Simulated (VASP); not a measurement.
# Ca (I4/mmm) in VASP: further runs, part 2 of 2

VASP 6.6.1. The steps go on from the part before.

### 3 Single point, PBE (strain +0.0300 x Voigt [1, 0, 0, 0, 0, 0])

File INCAR:

```
PREC = Accurate ; ENCUT = 520
EDIFF = 1E-6 ; ISMEAR = 0
SIGMA = 0.15 ; LREAL = F
LASPH = T ; NELM = 60
ALGO = Normal ; ISIF = 2
LWAVE = F ; LCHARG = F
GGA = PE ; NBANDS = 11
```

File KPOINTS:

```
Automatic mesh
0
Gamma
  14 14 14
```

File POSCAR:

```
Ca
1.0
    0.0000000000      2.7942000000      2.7942000000
    2.8780260000      0.0000000000      2.7942000000
    2.8780260000      2.7942000000      0.0000000000
Ca
1
Direct
    0.0000000000      0.0000000000      0.0000000000
```

Potentials or basis: VASP PAW PBE potentials, release 64 (Ca_sv).

Run with:

```bash
$ cat potpaw_PBE.64/Ca_sv/POTCAR > POTCAR
$ mpirun -np 1 vasp_std > vasp.out
```

It took 74 s on 1 thread of AMD EPYC 9R45 (Zen 5), shared host; peak memory 0.22 GiB.

Results (log left out):

- Free energy: -1.9286 eV
- Pressure: -1.0 GPa
- Band gap on the k mesh: zero (band 5 reaches 1.92 eV, above the bottom of band 6 at 1.52 eV)

Stress tensor (GPa, compression positive):
```
-1.16  0.00  0.00
 0.00 -0.91  0.00
 0.00  0.00 -0.91
```

Levels at points of the mesh, in eV from the Fermi level:
```tsv
k point	band 2	band 3	band 4	band 5	band 6	band 7	band 8	band 9
(0.00, 0.00, 0.00)	-23.09	-23.09	-23.09	-3.91	2.17	2.30	2.30	3.16
(0.50, 0.00, 0.00)	-23.20	-23.11	-23.10	-0.96	-0.20	2.07	2.22	3.85
(0.50, 0.50, 0.00)	-23.19	-23.13	-23.13	-0.37	0.59	0.95	3.86	3.99
(0.00, 0.50, 0.50)	-23.19	-23.12	-23.12	-0.46	0.65	0.68	3.88	4.04
```

Caveat: the cell differs from its parent crystal (strain +0.0300 x Voigt [1, 0, 0, 0, 0, 0]).

### 4 Single point, PBE (strain +0.0350 x Voigt [1, 0, 0, 0, 0, 0])

File INCAR:

```
SYSTEM = Ca
PREC     = Accurate       ! precision mode
ENCUT    = 520            ! plane-wave cutoff, eV
EDIFF    = 1E-6           ! SCF threshold, eV
ISMEAR   = 0              ! smearing method
SIGMA    = 0.15           ! smearing width, eV
LREAL    = .False.        ! projectors in reciprocal space
LASPH    = .True.         ! aspherical terms in the spheres
NELM     = 80             ! most SCF steps
ALGO     = Normal         ! electronic algorithm
ISIF     = 2              ! what is computed and relaxed
LWAVE    = .False.        ! write WAVECAR
LCHARG   = .True.         ! write CHGCAR
GGA      = PE             ! functional
LELF     = .True.         ! ELF
LVHAR    = .True.       
NBANDS   = 11             ! bands
```

File KPOINTS:

```
Automatic mesh
0
Gamma
  14 14 14
  0 0 0
```

File POSCAR:

```
Ca
1.0
    0.0000000000      2.7942000000      2.7942000000
    2.8919970000      0.0000000000      2.7942000000
    2.8919970000      2.7942000000      0.0000000000
Ca
1
Direct
    0.0000000000      0.0000000000      0.0000000000
```

Run with:

```bash
$ cat potpaw_PBE.64/Ca_sv/POTCAR > POTCAR
$ mpirun -np 1 vasp_std > vasp.out
```

Run time: 64 s. Hardware: 1 thread of AMD EPYC 9R45 (Zen 5), shared host; peak memory 0.21 GiB.

Results (log left out):

- Free energy: -1.9270 eV
- Pressure: -1.1 GPa
- Band gap on the k mesh: zero (band 5 reaches 1.91 eV, above the bottom of band 6 at 1.50 eV)

Stress tensor (GPa, compression positive):
```
-1.26  0.00  0.00
 0.00 -0.96  0.00
 0.00  0.00 -0.96
```

Levels at points of the mesh, in eV from the Fermi level:
```csv
k point,band 1,band 2,band 3,band 4,band 5,band 6,band 7,band 8,band 9,band 10
"(0.00, 0.00, 0.00)",-42.18,-23.10,-23.10,-23.10,-3.90,2.15,2.30,2.30,3.13,3.32
"(0.50, 0.00, 0.00)",-42.17,-23.21,-23.12,-23.11,-0.96,-0.20,2.05,2.23,3.83,3.89
"(0.50, 0.50, 0.00)",-42.16,-23.20,-23.14,-23.14,-0.36,0.59,0.96,3.84,3.97,4.09
"(0.00, 0.50, 0.50)",-42.16,-23.20,-23.13,-23.13,-0.47,0.65,0.65,3.87,4.02,4.02
```

Caveat: the cell differs from its parent crystal (strain +0.0350 x Voigt [1, 0, 0, 0, 0, 0]).

### 5 Single point, PBE (strain +0.0400 x Voigt [1, 0, 0, 0, 0, 0])

File INCAR:

```
PREC = Accurate
ENCUT = 520
EDIFF = 1E-6
ISMEAR = 0
SIGMA = 0.15
LREAL = F
LASPH = T
NELM = 60
ALGO = Fast
ISIF = 2
LWAVE = F
LCHARG = F
GGA = PE
NBANDS = 11
```

File KPOINTS:

```
regular mesh
0
Gamma
  14 14 14
```

File POSCAR:

```
Ca
1.0
    0.0000000000      2.7942000000      2.7942000000
    2.9059680000      0.0000000000      2.7942000000
    2.9059680000      2.7942000000      0.0000000000
Ca
1
Direct
    0.0000000000      0.0000000000      0.0000000000
```

Potentials or basis: VASP PAW PBE potentials, release 64 (Ca_sv).

Run with:

```bash
$ cat potpaw_PBE.64/Ca_sv/POTCAR > POTCAR
$ mpirun -np 1 vasp_std > vasp.out
```

OUTCAR:

```text
PREC = Accurate
   ENCUT = 520
   EDIFF = 1E-6
   ISMEAR = 0
   LREAL = F
   LASPH = T
   NELM = 60
   ISIF = 2
   GGA = PE

 ion  position               nearest neighbor table
   1  0.000  0.000  0.000-

  LATTYP: Found a body centered tetragonal cell.
 ALAT       =     3.9515955360
 C/A-ratio  =     1.4707821049

  Lattice vectors:

 A1 = (   2.9059680000,   0.0000000000,   2.7942000000)
 A2 = (   2.9059680000,   0.0000000000,  -2.7942000000)
 A3 = (  -2.9059680000,   2.7942000000,   0.0000000000)
[... 516 lines left out ...]
     11       8.8755      0.00000

 [... further k-points ...]

------------------------ aborting loop because EDIFF is reached ----------------------------------------

  FORCE on cell =-STRESS in cart. coord.  units (eV):
  Direction    XX          YY          ZZ          XY          YZ          ZX
  --------------------------------------------------------------------------------------
  -------------------------------------------------------------------------------------
  Total       -0.3838107     -0.2842698     -0.2842698     -0.0000000      0.0000000     -0.0000000
  in kB      -13.5516397    -10.0370355    -10.0370355     -0.0000000      0.0000000     -0.0000000
  external PRESSURE =     -11.2085703 kB  Pullay stress =       0.0000000 kB

 VOLUME and BASIS-vectors are now :
 -----------------------------------------------------------------------------
  energy-cutoff  :      520.00
  volume of cell :       45.38
      direct lattice vectors                 reciprocal lattice vectors
     0.000000000  2.794200000  2.794200000    -0.172059706  0.178942094  0.178942094
     2.905968000  0.000000000  2.794200000     0.172059706 -0.178942094  0.178942094
     2.905968000  2.794200000  0.000000000     0.172059706  0.178942094 -0.178942094

 POSITION                                       TOTAL-FORCE (eV/Angst)
 -----------------------------------------------------------------------------------
      0.00000      0.00000      0.00000         0.000000      0.000000      0.000000
 -----------------------------------------------------------------------------------
    total drift:                               -0.000000     -0.000000     -0.000000

  FREE ENERGIE OF THE ION-ELECTRON SYSTEM (eV)
  ---------------------------------------------------
  free  energy   TOTEN  =        -1.9252284225 eV

  energy  without entropy=       -1.9102844129  energy(sigma->0) =       -1.91775642
```

OSZICAR:

```text
N       E                     dE             d eps       ncg     rms          rms(c)
DAV:   1     0.659789686617E+02    0.65979E+02   -0.49359E+03  5368   0.809E+02
DAV:   2    -0.367223795544E+00   -0.66346E+02   -0.65772E+02  5881   0.205E+02
DAV:   3    -0.186674671680E+01   -0.14995E+01   -0.14840E+01  8132   0.300E+01
DAV:   4    -0.192933763869E+01   -0.62591E-01   -0.62306E-01  6882   0.483E+00
DAV:   5    -0.193077111579E+01   -0.14335E-02   -0.14332E-02  7826   0.607E-01    0.225E+00
RMM:   6    -0.192618293876E+01    0.45882E-02   -0.86304E-03  5738   0.105E+00    0.140E+00
RMM:   7    -0.192540489081E+01    0.77805E-03   -0.21023E-02  6233   0.184E+00    0.112E-01
RMM:   8    -0.192509180223E+01    0.31309E-03   -0.47796E-03  6329   0.830E-01    0.278E-02
RMM:   9    -0.192519121159E+01   -0.99409E-04   -0.12530E-03  7738   0.394E-01    0.257E-02
RMM:  10    -0.192522115794E+01   -0.29946E-04   -0.22658E-04  8199   0.144E-01    0.113E-02
RMM:  11    -0.192522755000E+01   -0.63921E-05   -0.63480E-05  8342   0.592E-02    0.142E-02
RMM:  12    -0.192523076469E+01   -0.32147E-05   -0.89534E-06  7577   0.318E-02    0.147E-02
RMM:  13    -0.192522811754E+01    0.26472E-05   -0.57140E-06  6672   0.171E-02    0.134E-03
RMM:  14    -0.192522842251E+01   -0.30498E-06   -0.13224E-06  5139   0.751E-03
   1 F= -.19252284E+01 E0= -.19177564E+01  d E =-.149440E-01
```

Wall time 1.9 min (1 thread of AMD EPYC 9R45 (Zen 5), shared host); peak memory 0.22 GiB.

Results:

* Free energy: -1.9252 eV
* Pressure: -1.1 GPa
* Band gap on the k mesh: zero (band 5 reaches 1.90 eV, above the bottom of band 6 at 1.48 eV)

Levels at points of the mesh, in eV from the Fermi level:
```csv
k point,band 1,band 2,band 3,band 4,band 5,band 6,band 7,band 8,band 9,band 10
"(0.00, 0.00, 0.00)",-42.19,-23.11,-23.11,-23.11,-3.89,2.13,2.30,2.30,3.10,3.32
"(0.50, 0.00, 0.00)",-42.18,-23.22,-23.13,-23.12,-0.96,-0.20,2.04,2.24,3.81,3.88
"(0.50, 0.50, 0.00)",-42.17,-23.21,-23.16,-23.15,-0.35,0.59,0.97,3.82,3.94,4.08
"(0.00, 0.50, 0.50)",-42.18,-23.21,-23.14,-23.14,-0.48,0.61,0.66,3.85,4.00,4.00
```

Caveat: the cell differs from its parent crystal (strain +0.0400 x Voigt [1, 0, 0, 0, 0, 0]).

### 6 Summary

```csv
cell,gap on the mesh (eV),pressure (GPa)
"a = 3.952, b = 3.991, c = 3.991 Å, angles 59.3, 60.3, 60.3°, 1 atom",none,-0.9
"a = 3.952, b = 4.011, c = 4.011 Å, angles 59.0, 60.5, 60.5°, 1 atom",none,-1.0
"a = 3.952, b = 4.021, c = 4.021 Å, angles 58.9, 60.6, 60.6°, 1 atom",none,-1.1
"a = 3.952, b = 4.031, c = 4.031 Å, angles 58.7, 60.7, 60.7°, 1 atom",none,-1.1
```

Alike in all rows: task single point; level PBE; potentials or basis VASP PAW PBE potentials, release 64 (Ca_sv); no spin polarisation; k mesh 14 × 14 × 14; cutoff (eV) 520; smearing gaussian 0.15 eV.

Absolute energies hang on the potentials; compare differences alone.
